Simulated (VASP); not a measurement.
# TiO2 (I4_1/amd) in VASP: single point with r2SCAN+rVV10

Aim: the single point of TiO2 with r2SCAN+rVV10.

Everything below comes from runs of VASP 6.6.1. Logs are shortened: lines on timing, memory, paths and dates and some standing lists are left out, and cuts for length are marked.

## 1. The cell of the first run

The structure is tetragonal, space group I4_1/amd (No. 141). Conventional cell: a = 3.775 Å, b = 3.775 Å, c = 9.530 Å, α = 90.00°, β = 90.00°, γ = 90.00°. Within 2.6 Å of Ti (site symmetry -4m2) lie 6 O at 1.93 to 1.98 Å. O (site symmetry 2mm) has 3 Ti at 1.93 to 1.98 Å and 2 O at 2.46 Å within 2.6 Å.

## 2. Single point, r2SCAN+rVV10

Input file POSCAR:

```
TiO2
1.0
   -1.8877420420      1.8877420420      4.7649136476
    1.8877420420     -1.8877420420      4.7649136476
    1.8877420420      1.8877420420     -4.7649136476
Ti O
2 4
Direct
    0.0000000000      0.0000000000      0.0000000000
    0.7500000000      0.2500000000      0.5000000000
    0.9580530845      0.4580530845      0.5000000000
    0.2080530845      0.2080530845      0.0000000000
    0.5419469155      0.0419469155      0.5000000000
    0.7919469155      0.7919469155      0.0000000000
```

Input file INCAR.step1:

```
PREC     = Accurate       # precision mode
ENCUT    = 520            # plane-wave cutoff, eV
ISMEAR   = -1             # smearing method
SIGMA    = 0.03           # smearing width, eV
LREAL    = F              # projectors in reciprocal space
LASPH    = T              # aspherical terms in the spheres
NELM     = 100            # most SCF steps
NBANDS   = 33             # bands
GGA      = PE             # functional
ALGO     = Normal         # electronic algorithm
EDIFF    = 1E-4           # SCF threshold, eV
LWAVE    = T              # write WAVECAR
LCHARG   = F              # write CHGCAR
```

Input file INCAR.step2:

```
PREC     = Accurate       # precision mode
ENCUT    = 520            # plane-wave cutoff, eV
EDIFF    = 1E-7           # SCF threshold, eV
ISMEAR   = -1             # smearing method
SIGMA    = 0.03           # smearing width, eV
LREAL    = F              # projectors in reciprocal space
LASPH    = T              # aspherical terms in the spheres
NELM     = 100            # most SCF steps
ALGO     = Normal         # electronic algorithm
ISIF     = 2              # what is computed and relaxed
LWAVE    = F              # write WAVECAR
LCHARG   = F              # write CHGCAR
METAGGA  = R2SCAN         # meta-GGA
LMIXTAU  = T            
LUSE_VDW = T            
IVDW_NL  = 2            
BPARAM   = 11.95        
CPARAM   = 0.0093       
NBANDS   = 33             # bands
ISTART   = 1
```

Input file KPOINTS:

```
Automatic mesh
0
Gamma
  8 8 8
```

Potentials or basis: VASP PAW PBE potentials, release 64 (Ti_sv, O).

On the command line:

```
> cat potpaw_PBE.64/Ti_sv/POTCAR potpaw_PBE.64/O/POTCAR > POTCAR
> cp INCAR.step1 INCAR
> mpirun -np 1 vasp_std > vasp.out
> cp INCAR.step2 INCAR
> mpirun -np 1 vasp_std > vasp.out
```

OUTCAR:

```text
PREC = Accurate
   ENCUT = 520
   EDIFF = 1E-7
   ISMEAR = -1
   LREAL = F
   LASPH = T
   NELM = 100
   ISIF = 2
   METAGGA = R2SCAN
   IVDW_NL = 2
   BPARAM = 11.95
   ISTART = 1

 ion  position               nearest neighbor table
   1  0.000  0.000  0.000-   5 1.93   3 1.93   5 1.93   3 1.93   4 1.98   6 1.98
   2  0.750  0.250  0.500-   6 1.93   4 1.93   6 1.93   4 1.93   3 1.98   5 1.98
   3  0.958  0.458  0.500-   1 1.93   1 1.93   2 1.98
   4  0.208  0.208  0.000-   2 1.93   2 1.93   1 1.98
   5  0.542  0.042  0.500-   1 1.93   1 1.93   2 1.98
   6  0.792  0.792  0.000-   2 1.93   2 1.93   1 1.98

  LATTYP: Found a body centered tetragonal cell.
 ALAT       =     3.7754840840
 C/A-ratio  =     2.5241338814

  Lattice vectors:

 A1 = (  -1.8877420420,   1.8877420420,   4.7649136476)
 A2 = (   1.8877420420,  -1.8877420420,   4.7649136476)
 A3 = (   1.8877420420,   1.8877420420,  -4.7649136476)

Analysis of symmetry for initial positions (statically):
=====================================================================
 Subroutine PRICEL returns:
 Original cell was already a primitive cell.

 Routine SETGRP: Setting up the symmetry group for a
 body centered tetragonal supercell.

 Subroutine GETGRP returns: Found 16 space group operations
 (whereof  8 operations were pure point group operations)
 out of a pool of 16 trial point group operations.

The static configuration has the point symmetry D_2d.
 The point group associated with its full space group is D_4h.

Analysis of symmetry for dynamics (positions and initial velocities):
=====================================================================
 Subroutine PRICEL returns:
 Original cell was already a primitive cell.

 Routine SETGRP: Setting up the symmetry group for a
 body centered tetragonal supercell.

 Subroutine GETGRP returns: Found 16 space group operations
 (whereof  8 operations were pure point group operations)
 out of a pool of 16 trial point group operations.

The dynamic configuration has the point symmetry D_2d.
 The point group associated with its full space group is D_4h.

 Subroutine INISYM returns: Found 16 space group operations
 (whereof  8 operations are pure point group operations),
 and found     1 'primitive' translations

----------------------------------------------------------------------------------------

                                     Primitive cell

  volume of cell :      67.9204

  direct lattice vectors                    reciprocal lattice vectors
    -1.887742042  1.887742042  4.764913648     0.000000000  0.264866697  0.104933696
     1.887742042 -1.887742042  4.764913648     0.264866697  0.000000000  0.104933696
     1.887742042  1.887742042 -4.764913648     0.264866697  0.264866697  0.000000000

  length of vectors
     5.461825895  5.461825895  5.461825895     0.284895503  0.284895503  0.374578076

  position of ions in fractional coordinates (direct lattice)
     0.000000000  0.000000000  0.000000000
     0.750000000  0.250000000  0.500000000
     0.958053085  0.458053085  0.500000000
     0.208053085  0.208053085  0.000000000
     0.541946915  0.041946915  0.500000000
     0.791946915  0.791946915  0.000000000

  ion indices of the primitive-cell ions
   primitive index   ion index
                 1           1
                 2           2
                 3           3
                 4           4
                 5           5
                 6           6

----------------------------------------------------------------------------------------

 KPOINTS: Automatic mesh

Automatic generation of k-mesh.
 Grid dimensions read from file:
 generate k-points for:    8    8    8

 Generating k-lattice:

  Cartesian coordinates                     Fractional coordinates (reciprocal lattice)
     0.000000000  0.033108337  0.013116712     0.125000000 -0.000000000  0.000000000
     0.033108337  0.000000000  0.013116712    -0.000000000  0.125000000  0.000000000
     0.033108337  0.033108337  0.000000000     0.000000000  0.000000000  0.125000000

  Length of vectors
     0.035611938  0.035611938  0.046822259

  Shift w.r.t. Gamma in fractional coordinates (k-lattice)
     0.000000000  0.000000000  0.000000000

 Subroutine IBZKPT returns following result:
 ===========================================

 Found     59 irreducible k-points:

 Following reciprocal coordinates:
            Coordinates               Weight
  0.000000  0.000000  0.000000      1.000000
  0.125000  0.000000  0.000000      8.000000
  0.250000  0.000000  0.000000      8.000000
  0.375000 -0.000000  0.000000      8.000000
  0.500000  0.000000  0.000000      4.000000
  0.125000  0.125000  0.000000      8.000000
[... 16 lines left out ...]
  0.250000  0.125000  0.125000     16.000000
  0.375000  0.125000  0.125000      8.000000
 [... further k-points ...]
   k-points           NKPTS =     59   k-points in BZ     NKDIM =     59   number of bands    NBANDS=     33
   number of dos      NEDOS =    301   number of ions     NIONS =      6
   total plane-waves  NPLWV =  74088
   dimension x,y,z NGX =    42 NGY =   42 NGZ =   42
   dimension x,y,z NGXF=    84 NGYF=   84 NGZF=   84
   ions per type =               2   4
   NGX,Y,Z   is equivalent  to a cutoff of  12.78, 12.78, 12.78 a.u.
   NGXF,Y,Z  is equivalent  to a cutoff of  25.57, 25.57, 25.57 a.u.
 SYSTEM =  unknown system
   PREC   = accura    normal or accurate (medium, high low for compatibility)
   ISTART =      1    job   : 0-new  1-cont  2-samecut
   ICHARG =      0    charge: 1-file 2-atom 10-const
   ISPIN  =      1    spin polarized calculation?
   LNONCOLLINEAR =      F non collinear calculations
   LSORBIT =      F    spin-orbit coupling
   LASPH  =      T    aspherical Exc in radial PAW
   ENCUT  =  520.0 eV  38.22 Ry    6.18 a.u.  10.16 10.16 10.16*2*pi/ulx,y,z
   NELM   =    100;   NELMIN=  2; NELMDL=  0     # of ELM steps
   EDIFF  = 0.1E-06   stopping-criterion for ELM
   LREAL  =      F    real-space projection
   EDIFFG = 0.1E-05   stopping-criterion for IOM
   NSW    =      0    number of steps for IOM
   IBRION =     -1    ionic relax: 0-MD 1-quasi-New 2-CG
   NFREE  =      0    steps in history (QN), initial steepest desc. (CG)
   ISIF   =      2    stress and relaxation
   ISYM   =      2    0-nonsym 1-usesym 2-fastsym
   POTIM  = 0.5000    time-step for ionic-motion
   TEBEG  =    0.0;   TEEND  =   0.0 temperature during run
   PSTRESS=    0.0 pullay stress
   NELECT =      48.0000    total number of electrons
   NUPDOWN=      -1.0000    fix difference up-down
   EMIN   =  10.00;   EMAX   =-10.00  energy-range for DOS
   EFERMI =   0.00;   METHOD = LEGACY
   ISMEAR =    -1;   SIGMA  =   0.03  broadening in eV -4-tet -1-fermi 0-gaus
   EFERMI_NEDOS =   21; number of points for ismear=-14 and -15
   IALGO  =     38    algorithm
   IMIX   =      4    mixing-type and parameters
     AMIX     =   0.40;   BMIX     =  1.00
     AMIX_MAG =   1.60;   BMIX_MAG =  1.00
  volume/ion in A,a.u.               =      11.32        76.39
  Fermi-wavevector in a.u.,A,eV,Ry     =   1.458216  2.755628 28.931338  2.126393
  Thomas-Fermi vector in A             =   2.574926
   LORBIT       =      0    0 simple, 1 ext, 2 COOP (PROOUT), +10 PAW based schemes
   METAGGA = R2SCAN    functional components
   LHFCALC =     F    Hartree Fock is set to
   AEXX    =    0.0000 exact exchange contribution
   IVDW_NL    =     2    kernel type
   BPARAM     =11.9500
   IVDW    =     0    specifies the selected vdW correction
   LEPSILON=     F    determine dielectric tensor
   LRPA    =     F    only Hartree local field effects (RPA)
 non-spin polarized calculation
  energy-cutoff  :      520.00
  volume of cell :       67.92
 maximum number of plane-waves:      1850
 NGX is ok and might be reduce to    42
   NGX = 21   NGY = 21   NGZ = 21

 number of electron      47.9999990 magnetization

 Free energy of the ion-electron system (eV)
  ---------------------------------------------------
  ext. energy  EPLUGINS =         0.00000000
  ---------------------------------------------------
  free energy    TOTEN  =       -68.56083382 eV

  energy without entropy =      -68.56083382  energy(sigma->0) =      -68.56083382

 E-fermi :   3.6667     XC(G=0): -11.5646

 val. band max:        3.0372960726   @ k =  -0.3750   0.3750   0.0000
 cond. band min:       5.6137303982   @ k =   0.0000   0.0000   0.0000
 fundamental gap:      2.5764343255
 Fermi energy:         3.6666542314

 k-point     1 :       0.0000    0.0000    0.0000
  band No.  band energies     occupation
      1     -55.4844      2.00000
      2     -55.4226      2.00000
      3     -30.9141      2.00000
      4     -30.6602      2.00000
      5     -30.6602      2.00000
      6     -30.5880      2.00000
[... 25 lines left out ...]
     32       8.7440      0.00000
     33       8.7711      0.00000

 k-point     2 :       0.1250    0.0000    0.0000
  band No.  band energies     occupation
      1     -55.4823      2.00000
      2     -55.4240      2.00000
      3     -30.9101      2.00000
      4     -30.6826      2.00000
      5     -30.6616      2.00000
      6     -30.5972      2.00000
[... 25 lines left out ...]
     32       8.9146      0.00000
     33       9.2197      0.00000

 k-point     3 :       0.2500    0.0000    0.0000
  band No.  band energies     occupation
      1     -55.4767      2.00000
      2     -55.4278      2.00000
      3     -30.9009      2.00000
      4     -30.7338      2.00000
      5     -30.6647      2.00000
      6     -30.6161      2.00000
[... 25 lines left out ...]
     32       9.3033      0.00000
     33       9.7361      0.00000

 k-point     4 :       0.3750   -0.0000    0.0000
  band No.  band energies     occupation
      1     -55.4699      2.00000
      2     -55.4329      2.00000
      3     -30.8918      2.00000
      4     -30.7846      2.00000
      5     -30.6674      2.00000
      6     -30.6282      2.00000
[... 25 lines left out ...]
     32       9.4936      0.00000
     33       9.9919      0.00000

 k-point     5 :       0.5000    0.0000    0.0000
  band No.  band energies     occupation
      1     -55.4664      2.00000
      2     -55.4356      2.00000
      3     -30.8872      2.00000
      4     -30.8070      2.00000
      5     -30.6684      2.00000
      6     -30.6305      2.00000
[... 604 lines left out ...]
 k-point    22 :       0.1250    0.1250    0.1250
  band No.  band energies     occupation
      1     -55.4712      2.00000
      2     -55.4308      2.00000
      3     -30.9011      2.00000
      4     -30.7646      2.00000
      5     -30.7002      2.00000
      6     -30.6460      2.00000
[... 25 lines left out ...]
     32      10.1304      0.00000
     33      10.4612      0.00000

 k-point    23 :       0.2500    0.1250    0.1250
  band No.  band energies     occupation
      1     -55.4644      2.00000
      2     -55.4358      2.00000
      3     -30.8926      2.00000
      4     -30.8067      2.00000
      5     -30.7093      2.00000
      6     -30.6653      2.00000
[... 25 lines left out ...]
     32      10.1815      0.00000
     33      10.6810      0.00000

 k-point    24 :       0.3750    0.1250    0.1250
  band No.  band energies     occupation
      1     -55.4607      2.00000
      2     -55.4388      2.00000
      3     -30.8876      2.00000
      4     -30.8275      2.00000
      5     -30.7113      2.00000
      6     -30.6723      2.00000
[... 25 lines left out ...]
     32      10.1531      0.00000
     33      10.7850      0.00000

 [... further k-points ...]

------------------------ aborting loop because EDIFF is reached ----------------------------------------

  FORCE on cell =-STRESS in cart. coord.  units (eV):
  Direction    XX          YY          ZZ          XY          YZ          ZX
  --------------------------------------------------------------------------------------
  -------------------------------------------------------------------------------------
  Total        0.5622266      0.5622266      0.4912959      0.0000000      0.0000000      0.0000000
  in kB       13.2623845     13.2623845     11.5891975      0.0000000      0.0000000      0.0000000
  external PRESSURE =      12.7046555 kB  Pullay stress =       0.0000000 kB

 VOLUME and BASIS-vectors are now :
 -----------------------------------------------------------------------------
  energy-cutoff  :      520.00
  volume of cell :       67.92
      direct lattice vectors                 reciprocal lattice vectors
    -1.887742042  1.887742042  4.764913648     0.000000000  0.264866697  0.104933696
     1.887742042 -1.887742042  4.764913648     0.264866697  0.000000000  0.104933696
     1.887742042  1.887742042 -4.764913648     0.264866697  0.264866697  0.000000000

 POSITION                                       TOTAL-FORCE (eV/Angst)
 -----------------------------------------------------------------------------------
      0.00000      0.00000      0.00000        -0.000000     -0.000000      0.000000
      0.00000      1.88774      2.38246        -0.000000     -0.000000      0.000000
      0.00000      1.88774      4.36517         0.000000     -0.000000      0.028724
      0.00000      0.00000      1.98271        -0.000000      0.000000      0.028724
      0.00000      1.88774      0.39975         0.000000     -0.000000     -0.028724
      0.00000      0.00000      7.54712        -0.000000      0.000000     -0.028724
 -----------------------------------------------------------------------------------
    total drift:                               -0.000000     -0.000000      0.000000

  FREE ENERGIE OF THE ION-ELECTRON SYSTEM (eV)
  ---------------------------------------------------
  free  energy   TOTEN  =       -68.5608338248 eV

  energy  without entropy=      -68.5608338248  energy(sigma->0) =      -68.56083382
```

Wall time 17 min (1 thread of Intel Xeon Platinum 8559C (Emerald Rapids), shared host); peak memory 0.59 GiB.

Results:

| Item | Value |
| --- | --- |
| Free energy | -68.5608 eV |
| Pressure | 1.3 GPa |
| Largest force | 0.029 eV/Å |
| Band gap on the k mesh | 2.58 eV (least direct gap 2.90 eV) |

Forces on the atoms (eV/Å):
```
Ti   0.000  0.000  0.000
Ti   0.000  0.000  0.000
O    0.000  0.000  0.029
O    0.000  0.000  0.029
O    0.000  0.000 -0.029
O    0.000  0.000 -0.029
```

Caveat: the PAW data sets were made with another functional, which shifts forces and pressure a little. A k mesh can miss the band edges.
